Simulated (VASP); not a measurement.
# Si (Imma) in VASP: notebook

Runs on Si. Level: PBEsol. Tasks: single point.

All numbers are computed with VASP 6.6.1; they aren't measurements. Logs are shortened: lines on timing, memory, paths and dates and some standing lists are left out, and cuts for length are marked.

### Step 1. The cell of the first run

The structure is orthorhombic, space group Imma (No. 74). The conventional cell has a = 3.804 Å, b = 3.845 Å, c = 5.453 Å, α = 90.00°, β = 90.00°, γ = 90.00°. Si (site symmetry mm2) has 4 Si at 2.34 to 2.35 Å within 3.1 Å.

### Step 2. Single point, PBEsol

INCAR reads:

```
PREC = Accurate ; ENCUT = 500
EDIFF = 1E-6 ; ISMEAR = 0
SIGMA = 0.01 ; LREAL = False
LASPH = True ; NELM = 120
ALGO = Normal ; ISIF = 2
LWAVE = False ; LCHARG = True
GGA = PS ; LELF = True
LVHAR = True ; NBANDS = 11
GGA_COMPAT = False
```

KPOINTS reads:

```
regular mesh
0
Gamma
  4 4 4
```

POSCAR reads:

```
Si
1.0
   -0.0145234382      2.7040876571      2.7267395131
    2.7040876571     -0.0145234382      2.7267395131
    2.6895642189      2.6895642189      0.0000000000
Si
2
Direct
   -0.0007399664     -0.0007399664      0.0007399664
    0.2507399664      0.2507399664      0.2492600336
```

Potentials or basis: VASP PAW PBE potentials, release 64 (Si).

Started as:

```console
> cat potpaw_PBE.64/Si/POTCAR > POTCAR
> mpirun -np 1 vasp_std > vasp.out
```

OUTCAR:

```text
PREC = Accurate
   ENCUT = 500
   EDIFF = 1E-6
   ISMEAR = 0
   LREAL = False
   LASPH = True
   NELM = 120
   ISIF = 2
   GGA = PS

 ion  position               nearest neighbor table
   1  0.999  0.999  0.001-   2 2.34   2 2.34   2 2.35   2 2.35
   2  0.251  0.251  0.249-   1 2.34   1 2.34   1 2.35   1 2.35

  LATTYP: Found a body centered orthorhombic cell.
 ALAT       =     3.8036181952
 B/A-ratio  =     1.0107998449
 C/A-ratio  =     1.4337608946

  Lattice vectors:

 A1 = (   0.0145234382,  -2.7040876571,  -2.7267395131)
 A2 = (  -0.0145234382,   2.7040876571,  -2.7267395131)
 A3 = (   2.7040876571,  -0.0145234382,   2.7267395131)

Analysis of symmetry for initial positions (statically):
=====================================================================
 Subroutine PRICEL returns:
 Original cell was already a primitive cell.

 Routine SETGRP: Setting up the symmetry group for a
 body centered orthorhombic supercell.

 Subroutine GETGRP returns: Found  8 space group operations
 (whereof  4 operations were pure point group operations)
 out of a pool of  8 trial point group operations.

The static configuration has the point symmetry C_2v.
 The point group associated with its full space group is D_2h.

Analysis of symmetry for dynamics (positions and initial velocities):
=====================================================================
 Subroutine PRICEL returns:
 Original cell was already a primitive cell.

 Routine SETGRP: Setting up the symmetry group for a
 body centered orthorhombic supercell.

 Subroutine GETGRP returns: Found  8 space group operations
 (whereof  4 operations were pure point group operations)
 out of a pool of  8 trial point group operations.

The dynamic configuration has the point symmetry C_2v.
 The point group associated with its full space group is D_2h.

 Subroutine INISYM returns: Found  8 space group operations
 (whereof  4 operations are pure point group operations),
 and found     1 'primitive' translations

----------------------------------------------------------------------------------------

                                     Primitive cell

  volume of cell :      39.8752

  direct lattice vectors                    reciprocal lattice vectors
    -0.014523438  2.704087657  2.726739513    -0.183917443  0.183917443  0.183369184
     2.704087657 -0.014523438  2.726739513     0.183917443 -0.183917443  0.183369184
     2.689564219  2.689564219  0.000000000     0.185903722  0.185903722 -0.183369184

[... 83 lines left out ...]
   ISYM   =      2    0-nonsym 1-usesym 2-fastsym
   POTIM  = 0.5000    time-step for ionic-motion
   TEBEG  =    0.0;   TEEND  =   0.0 temperature during run
   PSTRESS=    0.0 pullay stress
   NELECT =       8.0000    total number of electrons
   NUPDOWN=      -1.0000    fix difference up-down
   EMIN   =  10.00;   EMAX   =-10.00  energy-range for DOS
   EFERMI =   0.00;   METHOD = LEGACY
   ISMEAR =     0;   SIGMA  =   0.01  broadening in eV -4-tet -1-fermi 0-gaus
   EFERMI_NEDOS =   21; number of points for ismear=-14 and -15
   IALGO  =     38    algorithm
   IMIX   =      4    mixing-type and parameters
     AMIX     =   0.40;   BMIX     =  1.00
     AMIX_MAG =   1.60;   BMIX_MAG =  1.00
  volume/ion in A,a.u.               =      19.94       134.55
  Fermi-wavevector in a.u.,A,eV,Ry     =   0.958379  1.811074 12.496819  0.918490
  Thomas-Fermi vector in A             =   2.087481
   LORBIT       =      0    0 simple, 1 ext, 2 COOP (PROOUT), +10 PAW based schemes
   GGA     = PS    functional components
   LHFCALC =     F    Hartree Fock is set to
   AEXX    =    0.0000 exact exchange contribution
   IVDW    =     0    specifies the selected vdW correction
   LEPSILON=     F    determine dielectric tensor
   LRPA    =     F    only Hartree local field effects (RPA)
 non-spin polarized calculation
 Gauss-broadening in eV      SIGMA  =   0.01
  energy-cutoff  :      500.00
  volume of cell :       39.88
 maximum number of plane-waves:      1025
   NGX = 13   NGY = 13   NGZ = 13

 number of electron       8.0000001 magnetization

 Free energy of the ion-electron system (eV)
  ---------------------------------------------------
  ext. energy  EPLUGINS =         0.00000000
  ---------------------------------------------------
  free energy    TOTEN  =       -11.29245383 eV

  energy without entropy =      -11.29245383  energy(sigma->0) =      -11.29245383

 E-fermi :   6.0681     XC(G=0):  -9.5482

 val. band max:        5.9533960325   @ k =   0.0000   0.0000   0.0000
 cond. band min:       6.3975214762   @ k =   0.5000   0.5000   0.0000
 fundamental gap:      0.4441254437
 Fermi energy:         6.0681331806

 k-point     1 :       0.0000    0.0000    0.0000
  band No.  band energies     occupation
      1      -6.1518      2.00000
      2       5.8384      2.00000
      3       5.8446      2.00000
      4       5.9534      2.00000
      5       8.3071      0.00000
      6       8.3823      0.00000
      7       8.4277      0.00000
      8       9.2634      0.00000
      9      13.4678      0.00000
     10      13.5895      0.00000
     11      13.6237      0.00000
[... 225 lines left out ...]
 k-point    18 :      -0.2500    0.2500    0.5000
  band No.  band energies     occupation
      1      -1.7857      2.00000
      2      -1.7857      2.00000
      3       1.9381      2.00000
      4       1.9381      2.00000
      5       9.9686      0.00000
      6       9.9686      0.00000
      7      10.7436      0.00000
      8      10.7436      0.00000
      9      16.5251      0.00000
     10      16.5251      0.00000
     11      19.0029      0.00000

------------------------ aborting loop because EDIFF is reached ----------------------------------------

  FORCE on cell =-STRESS in cart. coord.  units (eV):
  Direction    XX          YY          ZZ          XY          YZ          ZX
  --------------------------------------------------------------------------------------
  -------------------------------------------------------------------------------------
  Total        0.3957109      0.3957109      0.1965229      0.1967243      0.0000000     -0.0000000
  in kB       15.8995926     15.8995926      7.8962528      7.9043450      0.0000000     -0.0000000
  external PRESSURE =      13.2318127 kB  Pullay stress =       0.0000000 kB

 VOLUME and BASIS-vectors are now :
 -----------------------------------------------------------------------------
  energy-cutoff  :      500.00
  volume of cell :       39.88
      direct lattice vectors                 reciprocal lattice vectors
    -0.014523438  2.704087657  2.726739513    -0.183917443  0.183917443  0.183369184
     2.704087657 -0.014523438  2.726739513     0.183917443 -0.183917443  0.183369184
     2.689564219  2.689564219  0.000000000     0.185903722  0.185903722 -0.183369184

 POSITION                                       TOTAL-FORCE (eV/Angst)
 -----------------------------------------------------------------------------------
      2.68956      2.68956      5.44944         0.000000      0.000000      0.009169
      1.34478      1.34478      1.36741         0.000000      0.000000     -0.009169
 -----------------------------------------------------------------------------------
    total drift:                               -0.000000     -0.000000     -0.000000

  FREE ENERGIE OF THE ION-ELECTRON SYSTEM (eV)
  ---------------------------------------------------
  free  energy   TOTEN  =       -11.2924538262 eV

  energy  without entropy=      -11.2924538262  energy(sigma->0) =      -11.29245383
```

OSZICAR:

```text
N       E                     dE             d eps       ncg     rms          rms(c)
DAV:   1     0.482764499015E+01    0.48276E+01   -0.31849E+03   396   0.549E+02
DAV:   2    -0.110393004320E+02   -0.15867E+02   -0.15279E+02   558   0.856E+01
DAV:   3    -0.115439357903E+02   -0.50464E+00   -0.50161E+00   529   0.117E+01
DAV:   4    -0.115478817495E+02   -0.39460E-02   -0.39456E-02   483   0.133E+00
DAV:   5    -0.115479190632E+02   -0.37314E-04   -0.37313E-04   493   0.120E-01    0.509E+00
DAV:   6    -0.113716360546E+02    0.17628E+00   -0.91117E-02   447   0.124E+00    0.306E+00
DAV:   7    -0.112914208203E+02    0.80215E-01   -0.16529E-01   435   0.177E+00    0.200E-01
DAV:   8    -0.112923486780E+02   -0.92786E-03   -0.67737E-03   462   0.462E-01    0.849E-02
DAV:   9    -0.112924372234E+02   -0.88545E-04   -0.11262E-04   537   0.700E-02    0.588E-02
DAV:  10    -0.112924540171E+02   -0.16794E-04   -0.14559E-05   475   0.211E-02    0.707E-03
DAV:  11    -0.112924538262E+02    0.19085E-06   -0.10933E-06   466   0.525E-03
   1 F= -.11292454E+02 E0= -.11292454E+02  d E =-.591639E-61
```

stdout:

```text
POSCAR found type information on POSCAR Si
 POSCAR found :  1 types and       2 ions
 scaLAPACK will be used
 -----------------------------------------------------------------------------
|                                                                             |
|                                                                             |
|     You enforced a specific xc type in the INCAR file but a different       |
|     I HOPE YOU KNOW WHAT YOU ARE DOING!                                     |
|                                                                             |
 -----------------------------------------------------------------------------

 LDA part: xc-table for (Slater+PW92), standard interpolation
 POSCAR, INCAR and KPOINTS ok, starting setup
 FFT: planning ... GRIDC
 FFT: planning ... GRID_SOFT
 FFT: planning ... GRID
 WAVECAR not read
 entering main loop
```

It took 8.2 s on 1 thread of Intel Xeon Platinum 8488C (Sapphire Rapids), shared host; peak memory 0.14 GiB.

Results:

* Free energy: -11.2925 eV
* Pressure: 1.3 GPa
* Largest force: 0.009 eV/Å
* Band gap on the k mesh: 0.44 eV, indirect (least direct gap 2.35 eV)

Forces in eV/Å, atoms in the order of the input:
```
Si   0.000  0.000  0.009
Si   0.000  0.000 -0.009
```

Stress tensor (GPa, compression positive):
```
1.59 0.79 0.00
0.79 1.59 0.00
0.00 0.00 0.79
```

Caveat: the k points lie up to 0.50 Å⁻¹ apart; the PAW data sets were made with another functional, which shifts forces and pressure a little. A k mesh can miss the band edges.

### Step 3. Single point, PBEsol

INCAR reads:

```
SYSTEM = Si
  PREC = Accurate
  ENCUT = 500
  EDIFF = 1E-6
  ISMEAR = 0
  SIGMA = 0.01
  LREAL = .False.
  LASPH = .True.
  NELM = 120
  ALGO = Normal
  ISIF = 2
  LWAVE = .False.
  LCHARG = .False.
  GGA = PS
  NBANDS = 11
  GGA_COMPAT = .False.
```

KPOINTS reads:

```
regular mesh
0
Gamma
  4 4 4
  0 0 0
```

POSCAR is that of step 2.

Potentials or basis: VASP PAW PBE potentials, release 64 (Si).

Started as:

```console
> cat potpaw_PBE.64/Si/POTCAR > POTCAR
> mpirun -np 1 vasp_std > vasp.out
```

Run time: 5.5 s. Hardware: 1 thread of Intel Xeon Platinum 8488C (Sapphire Rapids), shared host; peak memory 0.14 GiB.

Results (log left out):

* Free energy: -11.2925 eV
* Pressure: 1.3 GPa
* Largest force: 0.009 eV/Å
* Band gap on the k mesh: 0.44 eV, indirect (least direct gap 2.35 eV)

Forces on the atoms (eV/Å):
```
Si   0.000  0.000  0.009
Si   0.000  0.000 -0.009
```

Stress tensor (GPa, compression positive):
```
1.59 0.79 0.00
0.79 1.59 0.00
0.00 0.00 0.79
```

Levels at points of the mesh, in eV from the valence-band top:
| k point | band 1 | band 2 | band 3 | band 4 | band 5 | band 6 | band 7 | band 8 |
| --- | --- | --- | --- | --- | --- | --- | --- | --- |
| (0.00, 0.00, 0.00) | -12.11 | -0.12 | -0.11 | 0.00 | 2.35 | 2.43 | 2.47 | 3.31 |
| (0.50, 0.00, 0.00) | -9.77 | -7.14 | -1.32 | -1.20 | 1.44 | 3.15 | 3.25 | 7.46 |
| (0.50, 0.50, 0.00) | -7.98 | -7.94 | -3.00 | -2.86 | 0.44 | 0.61 | 9.99 | 10.06 |
| (0.00, 0.00, 0.50) | -9.71 | -7.11 | -1.34 | -1.30 | 1.34 | 3.14 | 3.16 | 7.37 |
| (0.50, 0.00, 0.50) | -7.91 | -7.91 | -2.99 | -2.99 | 0.46 | 0.46 | 9.99 | 9.99 |

Caveat: the k points lie up to 0.50 Å⁻¹ apart; the PAW data sets were made with another functional, which shifts forces and pressure a little. A k mesh can miss the band edges.
